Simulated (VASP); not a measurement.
A run of VASP 6.6.1 is set up as follows.

INCAR

```
SYSTEM = InP
PREC = Accurate
ENCUT = 520
EDIFF = 1E-6
ISMEAR = 0
SIGMA = 0.1
LREAL = .False.
LASPH = .True.
NELM = 100
ALGO = Normal
ISIF = 2
LWAVE = .False.
LCHARG = .False.
GGA = PS
NBANDS = 16
ISYM = 0
```

KPOINTS

```
Automatic mesh
0
Gamma
  9 7 18
  0 0 0
```

POSCAR

```
InP
1.0
    3.8601906168      0.0000000000      0.0000000000
    0.0000000000      5.4591339236      0.0000000000
    1.9300953084      2.7295669618      1.9300953084
In P
1 1
Direct
    0.0000000000      0.0000000000      0.0000000000
    0.0000000000      0.5000000000      0.0000000000
```

Potentials or basis: VASP PAW PBE potentials, release 64 (In_d, P).

Command:

```sh
$ cat potpaw_PBE.64/In_d/POTCAR potpaw_PBE.64/P/POTCAR > POTCAR
$ mpirun -np 1 vasp_std > vasp.out
```

(1) What does it give for the pressure?

(2) Predict the band gap on the k mesh.

Results:

(1) 0.0 GPa.

(2) zero (band 9 reaches 7.80 eV, above the bottom of band 10 at 4.97 eV).

Caveat: the PAW data sets were made with another functional, which shifts forces and pressure a little; spin-orbit coupling is left out, which moves the levels of the heavy elements.
